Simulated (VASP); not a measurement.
Here is a VASP 6.6.1 calculation.

Contents of INCAR:

```
SYSTEM = ZnAg
PREC = Accurate
ENCUT = 600
EDIFF = 1E-7
ISMEAR = 0
SIGMA = 0.1
LREAL = .FALSE.
LASPH = .TRUE.
NELM = 80
ALGO = Fast
ISIF = 3
LWAVE = .FALSE.
LCHARG = .FALSE.
GGA = PS
IBRION = 2
NSW = 70
EDIFFG = -0.008
PSTRESS = 50.0
```

File KPOINTS:

```
Automatic mesh
0
G
  16 16 10
  0 0 0
```

The input POSCAR:

```
ZnAg
1.0
    2.0955618672     -2.0955057985      0.0000000000
    2.0955618672      2.0955057985      0.0000000000
    0.0000000000      0.0000000000      3.3165694918
Zn Ag
1 1
Direct
    0.5000000000      0.5000000000      0.5000000000
    0.0000000000      0.0000000000      0.0000000000
```

Potentials or basis: VASP PAW PBE potentials, release 64 (Zn, Ag).

The run is started by

```sh
$ cat potpaw_PBE.64/Zn/POTCAR potpaw_PBE.64/Ag/POTCAR > POTCAR
$ mpirun -np 1 vasp_std > vasp.out
```

(1) What does it give for the relaxed volume?

(2) Predict the relaxed cell.

Results:

(1) 14.59 Å³/atom.

(2) a = 2.966 Å, b = 2.966 Å, c = 3.319 Å, α = 90.00°, β = 90.00°, γ = 90.00°.

Caveat: the cell is relaxed towards a set pressure, so the run minimises the enthalpy, not the energy; the PAW data sets were made with another functional, which shifts forces and pressure a little.
